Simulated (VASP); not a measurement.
A run of VASP 6.6.1 is set up as follows.

INCAR

```
SYSTEM = CdS
PREC = Accurate
ENCUT = 520
EDIFF = 1E-7
ISMEAR = -1
SIGMA = 0.05
LREAL = .False.
LASPH = .True.
NELM = 100
ALGO = Normal
ISIF = 2
LWAVE = .False.
LCHARG = .False.
GGA = RE
IVDW = 12
NBANDS = 16
```

KPOINTS

```
Automatic mesh
0
Gamma
  8 8 8
  0 0 0
```

The input POSCAR:

```
CdS
1.0
    0.0000000000      2.9180361491      2.9180361491
    2.9180361491      0.0000000000      2.9180361491
    2.9180361491      2.9180361491      0.0000000000
Cd S
1 1
Direct
    0.0000000000      0.0000000000      0.0000000000
    0.7500000000      0.7500000000      0.7500000000
```

Potentials or basis: VASP PAW PBE potentials, release 64 (Cd, S).

The run is started by

```console
$ cat potpaw_PBE.64/Cd/POTCAR potpaw_PBE.64/S/POTCAR > POTCAR
$ mpirun -np 1 vasp_std > vasp.out
```

Question: What does it give for the band gap on the k mesh?

Answer: 1.28 eV, direct.

Question: Predict the pressure.

Answer: 0.3 GPa.

Question: Predict the dispersion energy per atom.

Answer: -0.590 eV.

Caveat: the PAW data sets were made with another functional, which shifts forces and pressure a little. A hybrid or GW would open this gap; revPBE tends to underestimate it.
